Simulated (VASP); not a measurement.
Here is a VASP 6.6.1 calculation.

The input INCAR:

```
  PREC = Accurate
  ENCUT = 520
  EDIFF = 1E-8
  ISMEAR = -1
  SIGMA = 0.05
  LREAL = F
  LASPH = T
  NELM = 150
  ALGO = Normal
  ISIF = 2
  LWAVE = F
  LCHARG = F
  MAGMOM = 0 0 0
  LORBIT = 11
  LSORBIT = T
  GGA_COMPAT = F
  LORBMOM = T
  LMAXMIX = 6
  GGA = PE
  LEFG = T
  NBANDS = 35
```

The input KPOINTS:

```
regular mesh
0
Gamma
  12 12 12
```

Contents of POSCAR:

```
Yb
1.0
    0.0000000000      2.7431000000      2.7431000000
    2.7431000000      0.0000000000      2.7431000000
    2.7431000000      2.7431000000      0.0000000000
Yb
1
Direct
    0.0000000000      0.0000000000      0.0000000000
```

Potentials or basis: VASP PAW PBE potentials, release 64 (Yb).

The run is started by

```bash
$ cat potpaw_PBE.64/Yb/POTCAR > POTCAR
$ mpirun -np 1 vasp_ncl > vasp.out
```

(1) Estimate the net moment.

(2) What does it give for the pressure?

## Answers

(1) 0.00 μB per cell.

(2) -3.0 GPa.

Caveat: the cell stands under tension.
